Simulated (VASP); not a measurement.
The system is Ti.

```
Ti
1.0
     3.00786    0.00000    0.00000
    -1.50393    2.60488    0.00000
     0.00000    0.00000    4.77179
Ti
2
Direct
  0.66667 0.33333 0.75000
  0.33333 0.66667 0.25000
```

Program: VASP 6.6.1. Alike in all runs: task single point; no spin polarisation; cell as given; cutoff (eV) 520; smearing fermi-dirac 0.05 eV.

Q: Order these runs on this cell by their pressure, lowest first.
A. level PBE; potentials or basis VASP PAW PBE potentials, release 64 (Ti_sv); k mesh 10 × 10 × 6
B. level LDA; potentials or basis VASP PAW LDA potentials, release 64 (Ti_sv); k mesh 10 × 10 × 6
C. level r2SCAN50; potentials or basis VASP PAW PBE potentials, release 64 (Ti_sv); k mesh 5 × 5 × 3; grid for exact exchange (PRECFOCK) Normal; share of exact exchange 0.5
D. level HSE06; potentials or basis VASP PAW PBE potentials, release 64 (Ti_sv); k mesh 5 × 5 × 3; grid for exact exchange (PRECFOCK) Normal; share of exact exchange 0.25; screening parameter 0.2079 1/Å

A: B (-14.5 GPa), C (-12.4 GPa), D (-9.8 GPa), A (-7.2 GPa).

Caveats: some runs use coarse meshes; the cell stands under tension (at least some runs); the PAW data sets were made with another functional, which shifts forces and pressure a little (at least some runs).
